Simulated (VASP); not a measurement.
**Y2ScAs3: single point with PBE**

Y2ScAs3:

```
CELL_PARAMETERS angstrom
4.57318 0.00000 0.00000
-2.28659 3.96049 0.00000
0.00000 0.00000 7.60810
ATOMIC_POSITIONS crystal
Y 0.33333 0.66667 0.28064
Y 0.33333 0.66667 0.71936
Sc 0.66667 0.33333 0.00000
As 0.66667 0.33333 0.50000
As 0.00000 0.00000 0.00000
As 0.00000 0.00000 0.50000
```

* Program: VASP 6.6.1
* Task: single point
* Functional: PBE
* Potentials or basis: VASP PAW PBE potentials, release 64 (Y_sv, Sc_sv, As)
* Cutoff: 520 eV
* k mesh: 6 × 6 × 2
* Occupations: gaussian, width 0.1 eV
* Spin: no spin polarisation
* Dipole correction: no
* Further INCAR settings: ALGO = Normal; EDIFF = 1e-07; NBANDS = 33

* Pressure: 0.1 GPa
* Largest force: 0.029 eV/Å
* Band gap on the k mesh: zero (band 24 reaches 5.56 eV, above the bottom of band 25 at 4.76 eV)

Forces in eV/Å, atoms in the order of the input:
```
Y    0.000  0.000 -0.029
Y    0.000  0.000  0.029
Sc   0.000  0.000  0.000
As   0.000  0.000  0.000
As   0.000  0.000  0.000
As   0.000  0.000  0.000
```

Stress tensor (GPa, compression positive):
```
0.03 0.00 0.00
0.00 0.03 0.00
0.00 0.00 0.23
```

Levels at points of the mesh, in eV from the Fermi level:
| k point | band 22 | band 23 | band 24 | band 25 | band 26 | band 27 |
| --- | --- | --- | --- | --- | --- | --- |
| (0.00, 0.00, 0.00) | -1.60 | -1.53 | -1.19 | -0.31 | -0.27 | -0.27 |
| (0.50, 0.00, 0.00) | -1.39 | -0.79 | 0.18 | 0.55 | 0.66 | 0.99 |
| (0.00, 0.00, 0.50) | -1.70 | -1.70 | 0.00 | 0.30 | 0.50 | 0.50 |
| (0.50, 0.00, 0.50) | -2.63 | -0.26 | 0.03 | 0.04 | 0.76 | 1.07 |

Wall time 85 s on 1 thread of AMD EPYC 7R43 64-Core Processor (Zen 3), on a shared host, peak memory 0.27 GiB.

Caveat: the k points lie up to 0.41 Å⁻¹ apart.
